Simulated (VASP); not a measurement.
Input of a VASP 6.6.1 run:

The input INCAR:

```
ALGO = Normal ; EDIFF = 1E-6
EDIFFG = -0.01 ; ENCUT = 600
GGA = PE ; IBRION = 2
ISIF = 3 ; ISMEAR = -1
IVDW = 12 ; LASPH = True
LCHARG = False ; LREAL = False
LWAVE = False ; NELM = 80
NSW = 60 ; PREC = Accurate
SIGMA = 0.05
```

File KPOINTS:

```
k-points
0
Gamma
  10 10 8
```

The input POSCAR:

```
HfB2
1.0
    3.1400000000      0.0000000000      0.0000000000
   -1.5700000000      2.7193197679      0.0000000000
    0.0000000000      0.0000000000      3.4800000000
Hf B
1 2
Direct
    0.0000000000      0.0000000000      0.0000000000
    0.6666666667      0.3333333333      0.5000000000
    0.3333333333      0.6666666667      0.5000000000
```

Potentials or basis: VASP PAW PBE potentials, release 64 (Hf_pv, B).

The run is started by

```console
$ cat potpaw_PBE.64/Hf_pv/POTCAR potpaw_PBE.64/B/POTCAR > POTCAR
$ mpirun -np 1 vasp_std > vasp.out
```

Predict the dispersion energy per atom.

-0.369 eV.

Estimate the relaxed cell.

a = 3.118 Å, b = 3.118 Å, c = 3.460 Å, α = 90.00°, β = 90.00°, γ = 120.00°.

Estimate the relaxed volume.

9.71 Å³/atom.

What does it give for the space group after relaxing (to 0.1 Å)?

P6/mmm (No. 191).

Final structure:
```
CELL_PARAMETERS angstrom
3.11837 0.00000 0.00000
-1.55918 2.70059 0.00000
0.00000 0.00000 3.46044
ATOMIC_POSITIONS crystal
Hf 0.00000 0.00000 0.00000
B 0.66667 0.33333 0.50000
B 0.33333 0.66667 0.50000
```
